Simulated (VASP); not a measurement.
Si, 2 atoms in the cell. It takes space group P6_3/mmc (No. 194, hexagonal). The conventional cell has a = 2.769 Å, b = 2.769 Å, c = 4.522 Å, α = 90.00°, β = 90.00°, γ = 120.00°. Within 3.6 Å of Si (site symmetry -6m2) lie 12 Si at 2.77 Å. 

| Property | Result |
| --- | --- |
| Program | VASP 6.6.1 |
| Task | relaxation of cell and atoms |
| Functional | LDA |
| Potentials or basis | VASP PAW LDA potentials, release 64 (Si) |
| Cutoff | 600 eV |
| k mesh | 13 × 13 × 7 |
| Occupations | fermi-dirac, width 0.1 eV |
| Spin | no spin polarisation |
| Dipole correction | no |
| Further INCAR settings | ALGO = Normal; EDIFF = 1e-07; IBRION = 2; EDIFFG = -0.01; NSW = 80; ISIF = 3 |

Potentials or basis: VASP PAW LDA potentials, release 64 (Si).

Command:

```sh
$ cat potpaw_LDA.64/Si/POTCAR > POTCAR
$ mpirun -np 1 vasp_std > vasp.out
```

Hardware: 1 thread of AMD EPYC 9R45 96-Core Processor (Zen 5), on a shared host.

Task: How long does it take, and how much memory?

Result: Wall time 56 s on 1 thread of AMD EPYC 9R45 96-Core Processor (Zen 5), with other jobs on the host, peak memory 0.12 GiB. Counts: scf iterations 64, k points 84, ion steps 11.
